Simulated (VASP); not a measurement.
# Si (P6_3/mmc) in VASP: a series of runs

Runs on Si. Level: LDA. Tasks: single point.

Everything below comes from runs of VASP 6.6.1. Logs are shortened: lines on timing, memory, paths and dates and some standing lists are left out, and cuts for length are marked.

## Step 1: The cell of the first run

The structure is hexagonal, space group P6_3/mmc (No. 194). The conventional cell has a = 4.127 Å, b = 4.127 Å, c = 5.457 Å, α = 90.00°, β = 90.00°, γ = 120.00°. Within 2.7 Å of Si (site symmetry 3m) lie 4 Si at 2.04 to 2.48 Å.

## Step 2: Single point, LDA

The input, INCAR:

```
SYSTEM = Si
  PREC = Accurate
  ENCUT = 520
  EDIFF = 1E-7
  ISMEAR = 0
  SIGMA = 0.03
  LREAL = .FALSE.
  LASPH = .TRUE.
  NELM = 80
  ALGO = Normal
  ISIF = 2
  LWAVE = .FALSE.
  LCHARG = .TRUE.
  GGA = CA
  LELF = .TRUE.
  LVHAR = .TRUE.
  NBANDS = 16
```

The input, KPOINTS:

```
regular mesh
0
G
  12 12 6
  0 0 0
```

The input, POSCAR:

```
Si
1.0
    4.1271616227      0.0000000000      0.0000000000
   -2.0635808114      3.5742268108      0.0000000000
    0.0000000000      0.0000000000      5.4572882064
Si
4
Direct
    0.3333333333      0.6666666667      0.0630095000
    0.6666666667      0.3333333333      0.5630095000
    0.3333333333      0.6666666667      0.4369905000
    0.6666666667      0.3333333333      0.9369905000
```

Potentials or basis: VASP PAW LDA potentials, release 64 (Si).

Launch:

```bash
$ cat potpaw_LDA.64/Si/POTCAR > POTCAR
$ mpirun -np 1 vasp_std > vasp.out
```

OUTCAR:

```text
SYSTEM = Si
   PREC = Accurate
   ENCUT = 520
   EDIFF = 1E-7
   ISMEAR = 0
   LREAL = .FALSE.
   LASPH = .TRUE.
   NELM = 80
   ISIF = 2
   GGA = CA

 ion  position               nearest neighbor table
   1  0.333  0.667  0.063-   3 2.04   4 2.48   4 2.48   4 2.48
   2  0.667  0.333  0.563-   4 2.04   3 2.48   3 2.48   3 2.48
   3  0.333  0.667  0.437-   1 2.04   2 2.48   2 2.48   2 2.48
   4  0.667  0.333  0.937-   2 2.04   1 2.48   1 2.48   1 2.48

  LATTYP: Found a hexagonal cell.
 ALAT       =     4.1271616227
 C/A-ratio  =     1.3222860419

  Lattice vectors:

 A1 = (   4.1271616227,   0.0000000000,   0.0000000000)
 A2 = (  -2.0635808114,   3.5742268108,   0.0000000000)
 A3 = (   0.0000000000,   0.0000000000,   5.4572882064)

Analysis of symmetry for initial positions (statically):
=====================================================================
 Subroutine PRICEL returns:
 Original cell was already a primitive cell.

 Routine SETGRP: Setting up the symmetry group for a
 hexagonal supercell.

 Subroutine GETGRP returns: Found 24 space group operations
 (whereof 12 operations were pure point group operations)
 out of a pool of 24 trial point group operations.

The static configuration has the point symmetry D_3d.
 The point group associated with its full space group is D_6h.

Analysis of symmetry for dynamics (positions and initial velocities):
=====================================================================
 Subroutine PRICEL returns:
 Original cell was already a primitive cell.

 Routine SETGRP: Setting up the symmetry group for a
 hexagonal supercell.

 Subroutine GETGRP returns: Found 24 space group operations
 (whereof 12 operations were pure point group operations)
 out of a pool of 24 trial point group operations.

The dynamic configuration has the point symmetry D_3d.
 The point group associated with its full space group is D_6h.

 Subroutine INISYM returns: Found 24 space group operations
 (whereof 12 operations are pure point group operations),
 and found     1 'primitive' translations

----------------------------------------------------------------------------------------

                                     Primitive cell

  volume of cell :      80.5027

  direct lattice vectors                    reciprocal lattice vectors
     4.127161623  0.000000000  0.000000000     0.242297271  0.139890395  0.000000000
    -2.063580811  3.574226811  0.000000000     0.000000000  0.279780790  0.000000000
     0.000000000  0.000000000  5.457288206     0.000000000  0.000000000  0.183241193

  length of vectors
     4.127161623  4.127161623  5.457288206     0.279780790  0.279780790  0.183241193

  position of ions in fractional coordinates (direct lattice)
     0.333333333  0.666666667  0.063009500
     0.666666667  0.333333333  0.563009500
     0.333333333  0.666666667  0.436990500
     0.666666667  0.333333333  0.936990500

  ion indices of the primitive-cell ions
   primitive index   ion index
                 1           1
                 2           2
                 3           3
                 4           4

----------------------------------------------------------------------------------------

 KPOINTS: regular mesh

Automatic generation of k-mesh.
 Grid dimensions read from file:
 generate k-points for:   12   12    6

 Generating k-lattice:

  Cartesian coordinates                     Fractional coordinates (reciprocal lattice)
     0.020191439  0.011657533  0.000000000     0.083333333  0.000000000  0.000000000
     0.000000000  0.023315066  0.000000000     0.000000000  0.083333333  0.000000000
     0.000000000  0.000000000  0.030540199     0.000000000  0.000000000  0.166666667

  Length of vectors
     0.023315066  0.023315066  0.030540199

  Shift w.r.t. Gamma in fractional coordinates (k-lattice)
     0.000000000  0.000000000  0.000000000

 Subroutine IBZKPT returns following result:
 ===========================================

 Found     76 irreducible k-points:

 Following reciprocal coordinates:
            Coordinates               Weight
  0.000000  0.000000  0.000000      1.000000
  0.083333  0.000000  0.000000      6.000000
  0.166667  0.000000  0.000000      6.000000
  0.250000  0.000000  0.000000      6.000000
  0.333333  0.000000  0.000000      6.000000
  0.416667  0.000000  0.000000      6.000000
[... 16 lines left out ...]
  0.250000  0.000000  0.166667     12.000000
  0.333333  0.000000  0.166667     12.000000
 [... further k-points ...]
   k-points           NKPTS =     76   k-points in BZ     NKDIM =     76   number of bands    NBANDS=     16
   number of dos      NEDOS =    301   number of ions     NIONS =      4
   total plane-waves  NPLWV =  43008
   dimension x,y,z NGX =    32 NGY =   32 NGZ =   42
   dimension x,y,z NGXF=    64 NGYF=   64 NGZF=   84
   ions per type =               4
   NGX,Y,Z   is equivalent  to a cutoff of  12.89, 12.89, 12.79 a.u.
   NGXF,Y,Z  is equivalent  to a cutoff of  25.78, 25.78, 25.59 a.u.
 SYSTEM =  Si
   PREC   = accura    normal or accurate (medium, high low for compatibility)
   ISTART =      0    job   : 0-new  1-cont  2-samecut
   ICHARG =      2    charge: 1-file 2-atom 10-const
   ISPIN  =      1    spin polarized calculation?
   LNONCOLLINEAR =      F non collinear calculations
   LSORBIT =      F    spin-orbit coupling
   LASPH  =      T    aspherical Exc in radial PAW
   ENCUT  =  520.0 eV  38.22 Ry    6.18 a.u.   7.67  7.67 10.15*2*pi/ulx,y,z
   NELM   =     80;   NELMIN=  2; NELMDL= -5     # of ELM steps
   EDIFF  = 0.1E-06   stopping-criterion for ELM
   LREAL  =      F    real-space projection
   EDIFFG = 0.1E-05   stopping-criterion for IOM
   NSW    =      0    number of steps for IOM
   IBRION =     -1    ionic relax: 0-MD 1-quasi-New 2-CG
   NFREE  =      0    steps in history (QN), initial steepest desc. (CG)
   ISIF   =      2    stress and relaxation
   ISYM   =      2    0-nonsym 1-usesym 2-fastsym
   POTIM  = 0.5000    time-step for ionic-motion
   TEBEG  =    0.0;   TEEND  =   0.0 temperature during run
   PSTRESS=    0.0 pullay stress
   NELECT =      16.0000    total number of electrons
   NUPDOWN=      -1.0000    fix difference up-down
   EMIN   =  10.00;   EMAX   =-10.00  energy-range for DOS
   EFERMI =   0.00;   METHOD = LEGACY
   ISMEAR =     0;   SIGMA  =   0.03  broadening in eV -4-tet -1-fermi 0-gaus
   EFERMI_NEDOS =   21; number of points for ismear=-14 and -15
   IALGO  =     38    algorithm
   IMIX   =      4    mixing-type and parameters
     AMIX     =   0.40;   BMIX     =  1.00
     AMIX_MAG =   1.60;   BMIX_MAG =  1.00
  volume/ion in A,a.u.               =      20.13       135.81
  Fermi-wavevector in a.u.,A,eV,Ry     =   0.955384  1.805414 12.418837  0.912759
  Thomas-Fermi vector in A             =   2.084217
   LORBIT       =      0    0 simple, 1 ext, 2 COOP (PROOUT), +10 PAW based schemes
   GGA     = CA    functional components
   LHFCALC =     F    Hartree Fock is set to
   AEXX    =    0.0000 exact exchange contribution
   IVDW    =     0    specifies the selected vdW correction
   LEPSILON=     F    determine dielectric tensor
   LRPA    =     F    only Hartree local field effects (RPA)
 non-spin polarized calculation
 Gauss-broadening in eV      SIGMA  =   0.03
  energy-cutoff  :      520.00
  volume of cell :       80.50
 maximum number of plane-waves:      2211
 NGX is ok and might be reduce to    32

 number of electron      16.0000000 magnetization

 Free energy of the ion-electron system (eV)
  ---------------------------------------------------
  ext. energy  EPLUGINS =         0.00000000
  ---------------------------------------------------
  free energy    TOTEN  =       -21.61548550 eV

  energy without entropy =      -21.61492945  energy(sigma->0) =      -21.61520748

 E-fermi :   5.6553     XC(G=0):  -9.5545

 val. band max:        5.6422391867   @ k =   0.1667   0.0833   0.0000
 cond. band min:       5.6576880844   @ k =   0.0833   0.0000   0.1667
 fundamental gap:      0.0154488977
 Fermi energy:         5.6552862568

 k-point     1 :       0.0000    0.0000    0.0000
  band No.  band energies     occupation
      1      -6.4044      2.00000
      2      -2.2722      2.00000
      3      -1.7486      2.00000
      4       3.2678      2.00000
      5       3.2678      2.00000
      6       4.6027      2.00000
[... 8 lines left out ...]
     15      10.7971      0.00000
     16      10.7971      0.00000

 k-point     2 :       0.0833    0.0000    0.0000
  band No.  band energies     occupation
      1      -6.3394      2.00000
      2      -2.2036      2.00000
      3      -1.7553      2.00000
      4       2.6336      2.00000
      5       3.1442      2.00000
      6       5.0335      2.00000
[... 8 lines left out ...]
     15      10.7218      0.00000
     16      10.7393      0.00000

 k-point     3 :       0.1667    0.0000    0.0000
  band No.  band energies     occupation
      1      -6.1468      2.00000
      2      -1.9997      2.00000
      3      -1.8106      2.00000
      4       1.7466      2.00000
      5       2.8593      2.00000
      6       4.4735      2.00000
[... 8 lines left out ...]
     15      11.0400      0.00000
     16      11.4070      0.00000

 k-point     4 :       0.2500    0.0000    0.0000
  band No.  band energies     occupation
      1      -5.8346      2.00000
      2      -2.0167      2.00000
      3      -1.6668      2.00000
      4       1.1078      2.00000
      5       2.5480      2.00000
      6       3.4605      2.00000
[... 8 lines left out ...]
     15      12.2128      0.00000
     16      12.3746      0.00000

 k-point     5 :       0.3333    0.0000    0.0000
  band No.  band energies     occupation
      1      -5.4238      2.00000
      2      -2.4489      2.00000
      3      -1.2224      2.00000
      4       0.8523      2.00000
      5       2.2911      2.00000
      6       2.4267      2.00000
[... 8 lines left out ...]
     15      13.2334      0.00000
     16      13.3550      0.00000

 k-point     6 :       0.4167    0.0000    0.0000
  band No.  band energies     occupation
      1      -4.9769      2.00000
      2      -2.9866      2.00000
      3      -0.7254      2.00000
      4       0.8803      2.00000
      5       1.5683      2.00000
      6       2.1263      2.00000
[... 8 lines left out ...]
     15      13.6548      0.00000
     16      13.9671      0.00000

 k-point     7 :       0.5000    0.0000    0.0000
  band No.  band energies     occupation
      1      -4.7271      2.00000
      2      -3.2815      2.00000
      3      -0.4354      2.00000
      4       0.9427      2.00000
      5       1.1566      2.00000
      6       2.0698      2.00000
[... 8 lines left out ...]
     15      14.2107      0.00000
     16      14.2250      0.00000

 k-point     8 :       0.0833    0.0833    0.0000
  band No.  band energies     occupation
      1      -6.2105      2.00000
      2      -2.0673      2.00000
      3      -1.7858      2.00000
      4       1.9987      2.00000
      5       2.8700      2.00000
      6       4.7053      2.00000
[... 8 lines left out ...]
     15      10.5746      0.00000
     16      11.3724      0.00000

 k-point     9 :       0.1667    0.0833    0.0000
  band No.  band energies     occupation
      1      -5.9576      2.00000
      2      -1.9150      2.00000
      3      -1.7984      2.00000
      4       1.3503      2.00000
      5       2.4631      2.00000
      6       3.8946      2.00000
[... 8 lines left out ...]
     15      10.9759      0.00000
     16      12.4472      0.00000
[... 172 lines left out ...]
 k-point    19 :       0.3333    0.3333    0.0000
  band No.  band energies     occupation
      1      -3.9368      2.00000
      2      -3.9368      2.00000
      3       0.4611      2.00000
      4       0.4611      2.00000
      5       0.5312      2.00000
      6       1.9157      2.00000
[... 8 lines left out ...]
     15      12.8195      0.00000
     16      12.8195      0.00000

 k-point    20 :       0.0000    0.0000    0.1667
  band No.  band energies     occupation
      1      -6.2770      2.00000
      2      -3.3234      2.00000
      3      -0.5491      2.00000
      4       3.3796      2.00000
      5       3.3796      2.00000
      6       4.8032      2.00000
[... 8 lines left out ...]
     15      11.3208      0.00000
     16      11.3208      0.00000

 k-point    21 :       0.0833    0.0000    0.1667
  band No.  band energies     occupation
      1      -6.2123      2.00000
      2      -3.2695      2.00000
      3      -0.5628      2.00000
      4       2.7990      2.00000
      5       3.2569      2.00000
      6       4.3454      2.00000
[... 8 lines left out ...]
     15      10.8244      0.00000
     16      11.2379      0.00000

 k-point    22 :       0.1667    0.0000    0.1667
  band No.  band energies     occupation
      1      -6.0206      2.00000
      2      -3.1185      2.00000
      3      -0.6509      2.00000
      4       2.0111      2.00000
      5       2.9738      2.00000
      6       3.4557      2.00000
[... 8 lines left out ...]
     15      10.8691      0.00000
     16      11.1563      0.00000

 k-point    23 :       0.2500    0.0000    0.1667
  band No.  band energies     occupation
      1      -5.7103      2.00000
      2      -2.9189      2.00000
      3      -0.9079      2.00000
      4       1.5520      2.00000
      5       2.4904      2.00000
      6       2.6640      2.00000
[... 8 lines left out ...]
     15      11.6092      0.00000
     16      11.8976      0.00000

 k-point    24 :       0.3333    0.0000    0.1667
  band No.  band energies     occupation
      1      -5.3028      2.00000
      2      -2.8277      2.00000
      3      -1.2005      2.00000
      4       1.4247      2.00000
      5       1.6400      2.00000
      6       2.4080      2.00000
[... 8 lines left out ...]
     15      12.2293      0.00000
     16      12.8332      0.00000

 [... further k-points ...]
[... 5 lines left out ...]
  --------------------------------------------------------------------------------------
  -------------------------------------------------------------------------------------
  Total       -7.3582859     -7.3582859     23.7176893      0.0000000      0.0000000      0.0000000
  in kB     -146.4457484   -146.4457484    472.0331323      0.0000000      0.0000000      0.0000000
  external PRESSURE =      59.7138785 kB  Pullay stress =       0.0000000 kB

 VOLUME and BASIS-vectors are now :
 -----------------------------------------------------------------------------
  energy-cutoff  :      520.00
  volume of cell :       80.50
      direct lattice vectors                 reciprocal lattice vectors
     4.127161623  0.000000000  0.000000000     0.242297271  0.139890395  0.000000000
    -2.063580811  3.574226811  0.000000000     0.000000000  0.279780790  0.000000000
     0.000000000  0.000000000  5.457288206     0.000000000  0.000000000  0.183241193

 POSITION                                       TOTAL-FORCE (eV/Angst)
 -----------------------------------------------------------------------------------
     -0.00000      2.38282      0.34386        -0.000000      0.000000     -4.456606
      2.06358      1.19141      3.07251         0.000000      0.000000     -4.456606
     -0.00000      2.38282      2.38478        -0.000000      0.000000      4.456606
      2.06358      1.19141      5.11343         0.000000     -0.000000      4.456606
 -----------------------------------------------------------------------------------
    total drift:                               -0.000000      0.000000     -0.000000

  FREE ENERGIE OF THE ION-ELECTRON SYSTEM (eV)
  ---------------------------------------------------
  free  energy   TOTEN  =       -21.6154855016 eV

  energy  without entropy=      -21.6149294489  energy(sigma->0) =      -21.61520748
```

Run time: 31 s. Hardware: 1 thread of Intel Xeon 6975P-C (Granite Rapids), shared host; peak memory 0.2 GiB.

Results:

```
Free energy            : -21.6155 eV
Pressure               : 6.0 GPa
Largest force          : 4.457 eV/Å
Band gap on the k mesh : zero (band 8 reaches 6.32 eV, above the bottom of band 9 at 5.29 eV)
```

Forces on the atoms (eV/Å):
```
Si   0.000  0.000 -4.457
Si   0.000  0.000 -4.457
Si   0.000  0.000  4.457
Si   0.000  0.000  4.457
```

Caveat: forces of over 1 eV/Å act on the atoms, so gaps and moduli don't describe the material at rest.

## Step 3: Single point, LDA

This run uses another cell than the first one, of the same volume but with other edges.

The input, INCAR:

```
SYSTEM = Si
PREC     = Accurate       ! precision mode
ENCUT    = 520            ! plane-wave cutoff, eV
EDIFF    = 1E-6           ! SCF threshold, eV
ISMEAR   = 0              ! smearing method
SIGMA    = 0.03           ! smearing width, eV
LREAL    = .False.        ! projectors in reciprocal space
LASPH    = .True.         ! aspherical terms in the spheres
NELM     = 100            ! most SCF steps
ALGO     = Normal         ! electronic algorithm
ISIF     = 2              ! what is computed and relaxed
LWAVE    = .False.        ! write WAVECAR
LCHARG   = .False.        ! write CHGCAR
NBANDS   = 16             ! bands
```

The input, KPOINTS:

```
Automatic mesh
0
Gamma
  12 12 6
  0 0 0
```

The input, POSCAR:

```
Si
1.0
    3.5104841895      0.0000000000      0.0000000000
   -1.7552420948      3.0401684877      0.0000000000
    0.0000000000      0.0000000000      7.5430293967
Si
4
Direct
    0.3333333333      0.6666666667      0.0630095000
    0.6666666667      0.3333333333      0.5630095000
    0.3333333333      0.6666666667      0.4369905000
    0.6666666667      0.3333333333      0.9369905000
```

Potentials or basis: VASP PAW LDA potentials, release 64 (Si).

Launch:

```bash
$ cat potpaw_LDA.64/Si/POTCAR > POTCAR
$ mpirun -np 1 vasp_std > vasp.out
```

It took 32 s on 1 thread of Intel Xeon 6975P-C (Granite Rapids), shared host; peak memory 0.2 GiB.

It converged, with:

```yaml
Free_energy: -21.9737 eV
Pressure: 4.6 GPa
Largest_force: 1.069 eV/Å
Band_gap_on_the_k_mesh: zero (band 8 reaches 6.36 eV, above the bottom of band 9 at 4.98 eV)
```

Forces on the atoms (eV/Å):
```
Si   0.000  0.000  1.069
Si   0.000  0.000  1.069
Si   0.000  0.000 -1.069
Si   0.000  0.000 -1.069
```

Stress tensor (GPa, compression positive):
```
 15.51   0.00   0.00
  0.00  15.51   0.00
  0.00   0.00 -17.14
```

Levels at points of the mesh, in eV from the Fermi level:
| k point | band 6 | band 7 | band 8 | band 9 | band 10 | band 11 |
| --- | --- | --- | --- | --- | --- | --- |
| (0.00, 0.00, 0.00) | 0.09 | 0.09 | 0.61 | 0.61 | 3.64 | 3.64 |
| (0.50, 0.00, 0.00) | -2.38 | -1.92 | -1.33 | 1.17 | 1.56 | 2.39 |
| (0.00, 0.00, 0.50) | 0.32 | 0.32 | 0.32 | 3.13 | 3.13 | 4.06 |
| (0.50, 0.00, 0.50) | -2.64 | -1.66 | -1.66 | 0.18 | 0.18 | 1.99 |

Caveat: forces of over 1 eV/Å act on the atoms, so gaps and moduli don't describe the material at rest.
